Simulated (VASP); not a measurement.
Input of a VASP 6.6.1 run:

File INCAR:

```
SYSTEM = Ir
ALGO = Normal ; EDIFF = 1E-6
ENCUT = 500 ; GGA_COMPAT = .False.
ISIF = 2 ; ISMEAR = 1
LASPH = .True. ; LCHARG = .True.
LELF = .True. ; LREAL = .False.
LVHAR = .True. ; LWAVE = .False.
NBANDS = 14 ; NELM = 120
PREC = Accurate ; SIGMA = 0.1
```

The input KPOINTS:

```
k-points
0
Gamma
  22 22 22
  0 0 0
```

Contents of POSCAR:

```
Ir
1.0
    0.0000000000      1.9054655922      1.9054655922
    1.9054655922      0.0000000000      1.9054655922
    1.9054655922      1.9054655922      0.0000000000
Ir
1
Direct
    0.0000000000      0.0000000000      0.0000000000
```

Potentials or basis: VASP PAW LDA potentials, release 64 (Ir_sv_GW).

The run is started by

```bash
$ cat potpaw_LDA.64/Ir_sv_GW/POTCAR > POTCAR
$ mpirun -np 1 vasp_std > vasp.out
```

Problem. Predict the pressure.

Solution. -1.7 GPa.

Problem. Predict the band gap on the k mesh.

Solution. Zero (an odd number of electrons rules out a gap without spin polarisation).

Caveat: spin-orbit coupling is left out, which moves the levels of the heavy elements.
